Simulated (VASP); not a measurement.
# Li2ICl (P4/mmm) in VASP: a series of runs

Runs on Li2ICl. Level: PBE. Tasks: single point, relaxation of cell and atoms.

Everything below comes from runs of VASP 6.6.1. Logs are shortened: lines on timing, memory, paths and dates and some standing lists are left out, and cuts for length are marked.

## (1) The cell of the first run

It takes space group P4/mmm (No. 123, tetragonal). Conventional cell: a = 4.033 Å, b = 4.033 Å, c = 5.593 Å, α = 90.00°, β = 90.00°, γ = 90.00°. Within 3.7 Å of Li (site symmetry 4/mmm) lie 2 Cl at 2.80 Å and 4 I at 2.85 Å. Within 3.7 Å of Li (site symmetry 4/mmm) lie 2 I at 2.80 Å and 4 Cl at 2.85 Å. I (site symmetry 4/mmm) has 6 Li at 2.80 to 2.85 Å within 3.7 Å. Within 3.7 Å of Cl (site symmetry 4/mmm) lie 6 Li at 2.80 to 2.85 Å.

## (2) Single point, PBE

The input, INCAR:

```
SYSTEM = Li2ICl
PREC = Accurate ; ENCUT = 520
EDIFF = 1E-6 ; ISMEAR = 0
SIGMA = 0.02 ; LREAL = .False.
LASPH = .True. ; NELM = 100
ALGO = Normal ; ISIF = 2
LWAVE = .False. ; LCHARG = .False.
GGA = PE ; NBANDS = 18
```

The input, KPOINTS:

```
regular mesh
0
Gamma
  6 6 4
  0 0 0
```

The input, POSCAR:

```
Li2ICl
1.0
    4.0326862299      0.0000000000      0.0000000000
    0.0000000000      4.0326862299      0.0000000000
    0.0000000000      0.0000000000      5.5933598486
Li I Cl
2 1 1
Direct
    0.0000000000      0.0000000000      0.0000000000
    0.5000000000      0.5000000000      0.5000000000
    0.5000000000      0.5000000000      0.0000000000
    0.0000000000      0.0000000000      0.5000000000
```

Potentials or basis: VASP PAW PBE potentials, release 64 (Li_sv, I, Cl).

Launch:

```sh
$ cat potpaw_PBE.64/Li_sv/POTCAR potpaw_PBE.64/I/POTCAR potpaw_PBE.64/Cl/POTCAR > POTCAR
$ mpirun -np 1 vasp_std > vasp.out
```

OUTCAR:

```text
SYSTEM = Li2ICl
   PREC = Accurate
   ENCUT = 520
   EDIFF = 1E-6
   ISMEAR = 0
   LREAL = .False.
   LASPH = .True.
   NELM = 100
   ISIF = 2
   GGA = PE

 ion  position               nearest neighbor table
   1  0.000  0.000  0.000-   3 2.85   3 2.85   3 2.85   3 2.85
   2  0.500  0.500  0.500-   3 2.80   3 2.80
   3  0.500  0.500  0.000-   2 2.80   2 2.80   1 2.85   1 2.85   1 2.85   1 2.85
   4  0.000  0.000  0.500-

  LATTYP: Found a simple tetragonal cell.
 ALAT       =     4.0326862299
 C/A-ratio  =     1.3870059632

  Lattice vectors:

 A1 = (   4.0326862299,   0.0000000000,   0.0000000000)
 A2 = (   0.0000000000,   4.0326862299,   0.0000000000)
 A3 = (   0.0000000000,   0.0000000000,   5.5933598486)

Analysis of symmetry for initial positions (statically):
=====================================================================
 Subroutine PRICEL returns:
 Original cell was already a primitive cell.

 Routine SETGRP: Setting up the symmetry group for a
 simple tetragonal supercell.

 Subroutine GETGRP returns: Found 16 space group operations
 (whereof 16 operations were pure point group operations)
 out of a pool of 16 trial point group operations.

The static configuration has the point symmetry D_4h.

Analysis of symmetry for dynamics (positions and initial velocities):
=====================================================================
 Subroutine PRICEL returns:
 Original cell was already a primitive cell.

 Routine SETGRP: Setting up the symmetry group for a
 simple tetragonal supercell.

 Subroutine GETGRP returns: Found 16 space group operations
 (whereof 16 operations were pure point group operations)
 out of a pool of 16 trial point group operations.

The dynamic configuration has the point symmetry D_4h.

 Subroutine INISYM returns: Found 16 space group operations
 (whereof 16 operations are pure point group operations),
 and found     1 'primitive' translations

----------------------------------------------------------------------------------------

                                     Primitive cell

  volume of cell :      90.9623

  direct lattice vectors                    reciprocal lattice vectors
     4.032686230  0.000000000  0.000000000     0.247973669  0.000000000  0.000000000
     0.000000000  4.032686230  0.000000000     0.000000000  0.247973669  0.000000000
     0.000000000  0.000000000  5.593359849     0.000000000  0.000000000  0.178783419

  length of vectors
     4.032686230  4.032686230  5.593359849     0.247973669  0.247973669  0.178783419

  position of ions in fractional coordinates (direct lattice)
     0.000000000  0.000000000  0.000000000
     0.500000000  0.500000000  0.500000000
     0.500000000  0.500000000  0.000000000
     0.000000000  0.000000000  0.500000000

  ion indices of the primitive-cell ions
   primitive index   ion index
                 1           1
                 2           2
                 3           3
                 4           4

----------------------------------------------------------------------------------------

 KPOINTS: regular mesh

Automatic generation of k-mesh.
 Grid dimensions read from file:
 generate k-points for:    6    6    4

 Generating k-lattice:

  Cartesian coordinates                     Fractional coordinates (reciprocal lattice)
     0.041328945  0.000000000  0.000000000     0.166666667  0.000000000  0.000000000
     0.000000000  0.041328945  0.000000000     0.000000000  0.166666667  0.000000000
     0.000000000  0.000000000  0.044695855     0.000000000  0.000000000  0.250000000

  Length of vectors
     0.041328945  0.041328945  0.044695855

  Shift w.r.t. Gamma in fractional coordinates (k-lattice)
     0.000000000  0.000000000  0.000000000

 Subroutine IBZKPT returns following result:
 ===========================================

 Found     30 irreducible k-points:

 Following reciprocal coordinates:
            Coordinates               Weight
  0.000000  0.000000  0.000000      1.000000
  0.166667  0.000000  0.000000      4.000000
  0.333333  0.000000  0.000000      4.000000
  0.500000  0.000000  0.000000      2.000000
  0.166667  0.166667  0.000000      4.000000
  0.333333  0.166667  0.000000      8.000000
[... 16 lines left out ...]
  0.333333  0.000000  0.500000      4.000000
  0.500000  0.000000  0.500000      2.000000
 [... further k-points ...]
   k-points           NKPTS =     30   k-points in BZ     NKDIM =     30   number of bands    NBANDS=     18
   number of dos      NEDOS =    301   number of ions     NIONS =      4
   total plane-waves  NPLWV =  37800
   dimension x,y,z NGX =    30 NGY =   30 NGZ =   42
   dimension x,y,z NGXF=    60 NGYF=   60 NGZF=   84
   ions per type =               2   1   1
   NGX,Y,Z   is equivalent  to a cutoff of  12.37, 12.37, 12.48 a.u.
   NGXF,Y,Z  is equivalent  to a cutoff of  24.73, 24.73, 24.97 a.u.
 SYSTEM =  Li2ICl
   PREC   = accura    normal or accurate (medium, high low for compatibility)
   ISTART =      0    job   : 0-new  1-cont  2-samecut
   ICHARG =      2    charge: 1-file 2-atom 10-const
   ISPIN  =      1    spin polarized calculation?
   LNONCOLLINEAR =      F non collinear calculations
   LSORBIT =      F    spin-orbit coupling
   LASPH  =      T    aspherical Exc in radial PAW
   ENCUT  =  520.0 eV  38.22 Ry    6.18 a.u.   7.50  7.50 10.40*2*pi/ulx,y,z
   NELM   =    100;   NELMIN=  2; NELMDL= -5     # of ELM steps
   EDIFF  = 0.1E-05   stopping-criterion for ELM
   LREAL  =      F    real-space projection
   EDIFFG = 0.1E-04   stopping-criterion for IOM
   NSW    =      0    number of steps for IOM
   IBRION =     -1    ionic relax: 0-MD 1-quasi-New 2-CG
   NFREE  =      0    steps in history (QN), initial steepest desc. (CG)
   ISIF   =      2    stress and relaxation
   ISYM   =      2    0-nonsym 1-usesym 2-fastsym
   POTIM  = 0.5000    time-step for ionic-motion
   TEBEG  =    0.0;   TEEND  =   0.0 temperature during run
   PSTRESS=    0.0 pullay stress
   NELECT =      20.0000    total number of electrons
   NUPDOWN=      -1.0000    fix difference up-down
   EMIN   =  10.00;   EMAX   =-10.00  energy-range for DOS
   EFERMI =   0.00;   METHOD = LEGACY
   ISMEAR =     0;   SIGMA  =   0.02  broadening in eV -4-tet -1-fermi 0-gaus
   EFERMI_NEDOS =   21; number of points for ismear=-14 and -15
   IALGO  =     38    algorithm
   IMIX   =      4    mixing-type and parameters
     AMIX     =   0.40;   BMIX     =  1.00
     AMIX_MAG =   1.60;   BMIX_MAG =  1.00
  volume/ion in A,a.u.               =      22.74       153.46
  Fermi-wavevector in a.u.,A,eV,Ry     =   0.988093  1.867224 13.283734  0.976327
  Thomas-Fermi vector in A             =   2.119594
   LORBIT       =      0    0 simple, 1 ext, 2 COOP (PROOUT), +10 PAW based schemes
   GGA     = PE    functional components
   LHFCALC =     F    Hartree Fock is set to
   AEXX    =    0.0000 exact exchange contribution
   IVDW    =     0    specifies the selected vdW correction
   LEPSILON=     F    determine dielectric tensor
   LRPA    =     F    only Hartree local field effects (RPA)
 non-spin polarized calculation
 Gauss-broadening in eV      SIGMA  =   0.02
  energy-cutoff  :      520.00
  volume of cell :       90.96
 maximum number of plane-waves:      2473
 NGX is ok and might be reduce to    30
   NGX = 15   NGY = 15   NGZ = 21

 number of electron      19.9999983 magnetization

 Free energy of the ion-electron system (eV)
  ---------------------------------------------------
  ext. energy  EPLUGINS =         0.00000000
  ---------------------------------------------------
  free energy    TOTEN  =       -12.91610106 eV

  energy without entropy =      -12.91610106  energy(sigma->0) =      -12.91610106

 E-fermi :   1.6201     XC(G=0):  -8.2353

 val. band max:        1.5214170672   @ k =   0.5000   0.0000   0.5000
 cond. band min:       6.1547507867   @ k =   0.0000   0.0000   0.0000
 fundamental gap:      4.6333337195
 Fermi energy:         1.6200659649

 k-point     1 :       0.0000    0.0000    0.0000
  band No.  band energies     occupation
      1     -43.4992      2.00000
      2     -43.4183      2.00000
      3     -11.8045      2.00000
      4      -9.8717      2.00000
      5      -1.4799      2.00000
      6       0.0198      2.00000
[... 10 lines left out ...]
     17      11.7844      0.00000
     18      12.3734      0.00000

 k-point     2 :       0.1667    0.0000    0.0000
  band No.  band energies     occupation
      1     -43.4992      2.00000
      2     -43.4183      2.00000
      3     -11.7727      2.00000
      4      -9.8289      2.00000
      5      -1.3176      2.00000
      6      -0.2770      2.00000
[... 10 lines left out ...]
     17      11.2735      0.00000
     18      11.8066      0.00000

 k-point     3 :       0.3333    0.0000    0.0000
  band No.  band energies     occupation
      1     -43.4991      2.00000
      2     -43.4181      2.00000
      3     -11.7075      2.00000
      4      -9.7395      2.00000
      5      -0.8636      2.00000
      6      -0.7922      2.00000
[... 10 lines left out ...]
     17      10.6784      0.00000
     18      11.5610      0.00000

 k-point     4 :       0.5000    0.0000    0.0000
  band No.  band energies     occupation
      1     -43.4990      2.00000
      2     -43.4181      2.00000
      3     -11.6742      2.00000
      4      -9.6927      2.00000
      5      -1.0224      2.00000
      6      -0.6581      2.00000
[... 375 lines left out ...]
      4      -9.9032      2.00000
      5      -0.6909      2.00000
      6      -0.5662      2.00000
[... 10 lines left out ...]
     17      10.3664      0.00000
     18      10.4780      0.00000

 k-point    23 :       0.3333    0.0000    0.5000
  band No.  band energies     occupation
      1     -43.4991      2.00000
      2     -43.4181      2.00000
      3     -11.6972      2.00000
      4      -9.7664      2.00000
      5      -1.2826      2.00000
      6      -1.1843      2.00000
[... 10 lines left out ...]
     17      11.1664      0.00000
     18      11.8676      0.00000

 k-point    24 :       0.5000    0.0000    0.5000
  band No.  band energies     occupation
      1     -43.4990      2.00000
      2     -43.4181      2.00000
      3     -11.6739      2.00000
      4      -9.6935      2.00000
      5      -1.6347      2.00000
      6      -1.3920      2.00000
[... 10 lines left out ...]
     17      11.8065      0.00000
     18      12.5185      0.00000

 [... further k-points ...]
[... 5 lines left out ...]
  --------------------------------------------------------------------------------------
  -------------------------------------------------------------------------------------
  Total       -0.0209215     -0.0209215     -0.0235896      0.0000000      0.0000000      0.0000000
  in kB       -0.3685028     -0.3685028     -0.4154986      0.0000000      0.0000000      0.0000000
  external PRESSURE =      -0.3841681 kB  Pullay stress =       0.0000000 kB

 VOLUME and BASIS-vectors are now :
 -----------------------------------------------------------------------------
  energy-cutoff  :      520.00
  volume of cell :       90.96
      direct lattice vectors                 reciprocal lattice vectors
     4.032686230  0.000000000  0.000000000     0.247973669  0.000000000  0.000000000
     0.000000000  4.032686230  0.000000000     0.000000000  0.247973669  0.000000000
     0.000000000  0.000000000  5.593359849     0.000000000  0.000000000  0.178783419

 POSITION                                       TOTAL-FORCE (eV/Angst)
 -----------------------------------------------------------------------------------
      0.00000      0.00000      0.00000         0.000000      0.000000      0.000000
      2.01634      2.01634      2.79668         0.000000      0.000000      0.000000
      2.01634      2.01634      0.00000         0.000000      0.000000      0.000000
      0.00000      0.00000      2.79668         0.000000      0.000000      0.000000
 -----------------------------------------------------------------------------------
    total drift:                                0.000000      0.000000      0.000000

  FREE ENERGIE OF THE ION-ELECTRON SYSTEM (eV)
  ---------------------------------------------------
  free  energy   TOTEN  =       -12.9161010563 eV

  energy  without entropy=      -12.9161010563  energy(sigma->0) =      -12.91610106
```

Run time: 28 s. Hardware: 1 thread of Intel Xeon Platinum 8375C at 2.90GHz (Ice Lake), shared host; peak memory 0.21 GiB.

Results:

```yaml
Free_energy: -12.9161 eV
Band_gap_on_the_k_mesh: 4.63 eV, indirect (the least direct gap lies 3.3 meV higher)
```

Levels at points of the mesh, in eV from the valence-band top:
| k point | band 7 | band 8 | band 9 | band 10 | band 11 | band 12 | band 13 | band 14 |
| --- | --- | --- | --- | --- | --- | --- | --- | --- |
| (0.00, 0.00, 0.00) | -1.50 | -0.42 | -0.17 | -0.17 | 4.63 | 5.48 | 6.16 | 9.52 |
| (0.50, 0.00, 0.00) | -1.85 | -1.59 | -1.07 | -0.04 | 6.05 | 6.58 | 7.24 | 7.34 |
| (0.50, 0.50, 0.00) | -1.63 | -1.35 | -1.35 | -1.20 | 4.96 | 6.01 | 6.43 | 6.43 |
| (0.00, 0.00, 0.50) | -1.25 | -1.25 | -0.51 | -0.51 | 6.19 | 6.67 | 6.99 | 7.48 |
| (0.50, 0.00, 0.50) | -1.05 | -0.78 | -0.41 | 0.00 | 4.64 | 5.62 | 6.81 | 6.92 |
| (0.50, 0.50, 0.50) | -2.20 | -2.20 | -1.65 | -1.20 | 6.15 | 7.41 | 7.41 | 7.75 |

Caveat: the cutoff is under 1.25 times the usual one of these potentials, so pressure, stress and relaxed cells hold a basis-set (Pulay) error; spin-orbit coupling is left out, which moves the levels of the heavy elements.

(Part 1 of 2 ends here.)
